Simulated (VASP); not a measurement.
## InO: single point with r2SCAN

System: InO, a slab with vacuum.

```
CELL_PARAMETERS angstrom
3.31547 0.00000 0.00000
-1.65773 2.87128 0.00000
0.00000 0.00000 17.14727
ATOMIC_POSITIONS crystal
In 0.66667 0.33333 0.59002
In 0.66667 0.33333 0.40998
O 0.00000 0.00000 0.63987
O 0.00000 0.00000 0.36013
```

This cell differs from its parent crystal: strain -0.040 along x and y, +0.080 along z.

| Quantity | Value |
| --- | --- |
| Program | VASP 6.6.1 |
| Task | single point |
| Functional | r2SCAN |
| Potentials or basis | VASP PAW PBE potentials, release 64 (In_d, O) |
| Cutoff | 520 eV |
| k mesh | 12 × 12 × 2 |
| Occupations | gaussian, width 0.05 eV |
| Spin | no spin polarisation |

- Largest force: 0.794 eV/Å
- Band gap on the k mesh: 0.22 eV (least direct gap 1.59 eV)

Forces on the atoms (eV/Å):
```
In   0.000  0.000 -0.794
In   0.000  0.000  0.794
O    0.000  0.000 -0.139
O    0.000  0.000  0.139
```

Levels at points of the mesh, in eV from the valence-band top:
```csv
k point,band 15,band 16,band 17,band 18,band 19,band 20,band 21,band 22,band 23,band 24
"(0.00, 0.00, 0.00)",-2.22,-2.22,-2.21,-2.21,-1.37,0.22,3.42,6.34,6.51,7.70
"(0.50, 0.00, 0.00)",-3.31,-3.17,-3.10,-2.89,-0.50,2.25,4.14,4.95,7.72,9.10
"(0.00, 0.00, 0.50)",-2.22,-2.22,-2.21,-2.21,-1.37,0.22,3.42,6.20,6.98,7.08
"(0.50, 0.00, 0.50)",-3.31,-3.17,-3.10,-2.89,-0.50,2.25,4.14,4.95,7.72,9.10
```

Wall time 12 min on 1 thread of Intel(R) Xeon(R) Platinum 8488C (Sapphire Rapids), on a shared host, peak memory 0.42 GiB.

Caveat: the cell differs from its parent crystal (strain -0.040 along x and y, +0.080 along z); there is no dipole correction, which matters where the two faces differ; the PAW data sets were made with another functional, which shifts forces and pressure a little; spin-orbit coupling is left out, which moves the levels of the heavy elements.
